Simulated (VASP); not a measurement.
# WS (Pm-3m) in VASP: settings compared, part 2 of 2

VASP 6.6.1. Earlier steps stand in the parts before.

## 3. Single point, HSE06

POSCAR

```
WS
1.0
    2.9757548447      0.0000000000      0.0000000000
    0.0000000000      2.9757548447      0.0000000000
    0.0000000000      0.0000000000      2.9757548447
W S
1 1
Direct
    0.5000000000      0.5000000000      0.5000000000
    0.0000000000      0.0000000000      0.0000000000
```

INCAR.step1

```
SYSTEM = WS
PREC = Accurate
ENCUT = 520
EDIFF = 1E-5
ISMEAR = -1
SIGMA = 0.05
LREAL = .FALSE.
LASPH = .TRUE.
NELM = 100
ALGO = Normal
ISIF = 2
LWAVE = .TRUE.
LCHARG = .FALSE.
GGA = PE
NBANDS = 17
```

INCAR.step2

```
SYSTEM = WS
PREC = Accurate
ENCUT = 520
EDIFF = 1E-7
ISMEAR = -1
SIGMA = 0.05
LREAL = .FALSE.
LASPH = .TRUE.
NELM = 100
ALGO = Normal
ISIF = 2
LWAVE = .FALSE.
LCHARG = .FALSE.
GGA = PE
LHFCALC = .TRUE.
HFSCREEN = 0.2079
PRECFOCK = Normal
ISTART = 1
NBANDS = 17
```

KPOINTS

```
Automatic mesh
0
G
  4 4 4
  0 0 0
```

Potentials or basis: VASP PAW PBE potentials, release 64 (W_sv, S).

Run with:

```console
> cat potpaw_PBE.64/W_sv/POTCAR potpaw_PBE.64/S/POTCAR > POTCAR
> cp INCAR.step1 INCAR
> mpirun -np 1 vasp_std > vasp.out
> cp INCAR.step2 INCAR
> mpirun -np 1 vasp_std > vasp.out
```

OUTCAR:

```text
SYSTEM = WS
   PREC = Accurate
   ENCUT = 520
   EDIFF = 1E-7
   ISMEAR = -1
   LREAL = .FALSE.
   LASPH = .TRUE.
   NELM = 100
   ISIF = 2
   GGA = PE
   LHFCALC = .TRUE.
   HFSCREEN = 0.2079
   PRECFOCK = Normal
   ISTART = 1

 ion  position               nearest neighbor table
   1  0.500  0.500  0.500-   2 2.58   2 2.58   2 2.58   2 2.58   2 2.58   2 2.58   2 2.58   2 2.58

   2  0.000  0.000  0.000-   1 2.58   1 2.58   1 2.58   1 2.58   1 2.58   1 2.58   1 2.58   1 2.58

  LATTYP: Found a simple cubic cell.
 ALAT       =     2.9757548447

  Lattice vectors:

 A1 = (   2.9757548447,   0.0000000000,   0.0000000000)
 A2 = (   0.0000000000,   2.9757548447,   0.0000000000)
 A3 = (   0.0000000000,   0.0000000000,   2.9757548447)

Analysis of symmetry for initial positions (statically):
=====================================================================
 Subroutine PRICEL returns:
 Original cell was already a primitive cell.

 Routine SETGRP: Setting up the symmetry group for a
 simple cubic supercell.

 Subroutine GETGRP returns: Found 48 space group operations
 (whereof 48 operations were pure point group operations)
 out of a pool of 48 trial point group operations.

The static configuration has the point symmetry O_h .

Analysis of symmetry for dynamics (positions and initial velocities):
=====================================================================
 Subroutine PRICEL returns:
 Original cell was already a primitive cell.

 Routine SETGRP: Setting up the symmetry group for a
 simple cubic supercell.

 Subroutine GETGRP returns: Found 48 space group operations
 (whereof 48 operations were pure point group operations)
[... 106 lines left out ...]
     AMIX     =   0.40;   BMIX     =  1.00
     AMIX_MAG =   1.60;   BMIX_MAG =  1.00
  volume/ion in A,a.u.               =      13.18        88.91
  Fermi-wavevector in a.u.,A,eV,Ry     =   1.493325  2.821975 30.341260  2.230020
  Thomas-Fermi vector in A             =   2.605740
   LORBIT       =      0    0 simple, 1 ext, 2 COOP (PROOUT), +10 PAW based schemes
   GGA     = PE    functional components
   LHFCALC =     T    Hartree Fock is set to
   PRECFOCK=normal    Normal, Fast or Accurate (Low or Medium for compatibility)
   ENCUT4O =  -1.0   cutoff for four orbital integrals eV
   NKREDX  =     1    reduce k-point grid by
   NKREDY  =     1    reduce k-point grid by
   NKREDZ  =     1    reduce k-point grid by
   AEXX    =    0.2500 exact exchange contribution
   HFSCREEN=    0.2079 screening length (either q_TF or 0.3 A-1)
   HFSCREENC=   0.2079 screening length for correlation (either q_TF or 0.3 A-1)
   ENCUTFOCK=  -1.0 apply spherical cutoff to Coloumb kernel
   IVDW    =     0    specifies the selected vdW correction
   LEPSILON=     F    determine dielectric tensor
   LRPA    =     F    only Hartree local field effects (RPA)
 non-spin polarized calculation
  energy-cutoff  :      520.00
  volume of cell :       26.35
 maximum number of plane-waves:       739
 NGX is ok and might be reduce to    24
  NGX = 18; NGY = 18; NGZ = 18

 number of electron      20.0000003 magnetization

 Free energy of the ion-electron system (eV)
  ---------------------------------------------------
  ext. energy  EPLUGINS =         0.00000000
  ---------------------------------------------------
  free energy    TOTEN  =       -19.63017201 eV

  energy without entropy =      -19.61460260  energy(sigma->0) =      -19.62238730

 E-fermi :  13.1381     XC(G=0): -10.9335

 val. band max:       13.0917730457   @ k =   0.5000   0.2500   0.0000
 cond. band min:      13.5203229920   @ k =   0.5000   0.5000   0.2500
 fundamental gap:      0.4285499463
 Fermi energy:        13.1381195933

 k-point     1 :       0.0000    0.0000    0.0000
  band No.  band energies     occupation
      1     -65.3610      2.00000
      2     -27.9943      2.00000
      3     -27.9943      2.00000
      4     -27.9943      2.00000
      5      -6.9216      2.00000
      6       7.5986      2.00000
[... 177 lines left out ...]
      4     -28.3977      2.00000
      5      -1.5904      2.00000
      6       2.7318      2.00000
[... 9 lines left out ...]
     16      19.9221      0.00000
     17      24.2612      0.00000

------------------------ aborting loop because EDIFF is reached ----------------------------------------

  FORCE on cell =-STRESS in cart. coord.  units (eV):
  Direction    XX          YY          ZZ          XY          YZ          ZX
  --------------------------------------------------------------------------------------
  -------------------------------------------------------------------------------------
  Total       -0.0908915     -0.0908915     -0.0908915     -0.0000000     -0.0000000      0.0000000
  in kB       -5.5263987     -5.5263987     -5.5263987     -0.0000000     -0.0000000      0.0000000
  external PRESSURE =      -5.5263987 kB  Pullay stress =       0.0000000 kB

 VOLUME and BASIS-vectors are now :
 -----------------------------------------------------------------------------
  energy-cutoff  :      520.00
  volume of cell :       26.35
      direct lattice vectors                 reciprocal lattice vectors
     2.975754845  0.000000000  0.000000000     0.336049188  0.000000000  0.000000000
     0.000000000  2.975754845  0.000000000     0.000000000  0.336049188  0.000000000
     0.000000000  0.000000000  2.975754845     0.000000000  0.000000000  0.336049188

 POSITION                                       TOTAL-FORCE (eV/Angst)
 -----------------------------------------------------------------------------------
      1.48788      1.48788      1.48788         0.000000      0.000000      0.000000
      0.00000      0.00000      0.00000         0.000000      0.000000      0.000000
 -----------------------------------------------------------------------------------
    total drift:                                0.000000      0.000000      0.000000

  FREE ENERGIE OF THE ION-ELECTRON SYSTEM (eV)
  ---------------------------------------------------
  free  energy   TOTEN  =       -19.6301720063 eV

  energy  without entropy=      -19.6146026009  energy(sigma->0) =      -19.62238730
```

OUTCAR.step1:

```text
SYSTEM = WS
   PREC = Accurate
   ENCUT = 520
   EDIFF = 1E-5
   ISMEAR = -1
   LREAL = .FALSE.
[... 406 lines left out ...]
      1.48788      1.48788      1.48788         0.000000      0.000000      0.000000
      0.00000      0.00000      0.00000         0.000000      0.000000      0.000000
 -----------------------------------------------------------------------------------
    total drift:                                0.000000     -0.000000     -0.000000

  FREE ENERGIE OF THE ION-ELECTRON SYSTEM (eV)
  ---------------------------------------------------
  free  energy   TOTEN  =       -16.5669752544 eV

  energy  without entropy=      -16.5517979855  energy(sigma->0) =      -16.55938662
```

OSZICAR.step1:

```text
N       E                     dE             d eps       ncg     rms          rms(c)
DAV:   1     0.157501706614E+03    0.15750E+03   -0.11694E+04   340   0.129E+03
DAV:   2    -0.118202962210E+02   -0.16932E+03   -0.16519E+03   403   0.355E+02
DAV:   3    -0.170223714590E+02   -0.52021E+01   -0.51187E+01   371   0.573E+01
DAV:   4    -0.170686562868E+02   -0.46285E-01   -0.46206E-01   409   0.584E+00
DAV:   5    -0.170690650371E+02   -0.40875E-03   -0.40868E-03   377   0.555E-01    0.240E+01
DAV:   6    -0.166078137675E+02    0.46125E+00   -0.10408E+00   365   0.944E+00    0.113E+01
DAV:   7    -0.165712397381E+02    0.36574E-01   -0.56235E-02   362   0.189E+00    0.353E+00
DAV:   8    -0.165670616148E+02    0.41781E-02   -0.99260E-03   367   0.668E-01    0.176E-01
DAV:   9    -0.165669585661E+02    0.10305E-03   -0.43929E-04   374   0.178E-01    0.899E-02
DAV:  10    -0.165669739527E+02   -0.15387E-04   -0.73166E-05   367   0.966E-02    0.257E-02
DAV:  11    -0.165669752544E+02   -0.13017E-05   -0.37252E-06   214   0.208E-02
   1 F= -.16566975E+02 E0= -.16559387E+02  d E =-.151773E-01
```

Wall time 11 min (1 thread of AMD EPYC 7R13 (Zen 3), shared host); peak memory 0.22 GiB.

What came out:

| Item | Value |
| --- | --- |
| Free energy | -19.6302 eV |
| Pressure | -0.6 GPa |
| Band gap on the k mesh | zero (bands 10 and 11 overlap by 4.08 eV) |

Caveat: the k points lie up to 0.53 Å⁻¹ apart, too coarse for converged energies and pressures of a metal; the PAW data sets were made with another functional, which shifts forces and pressure a little; spin-orbit coupling is left out, which moves the levels of the heavy elements.
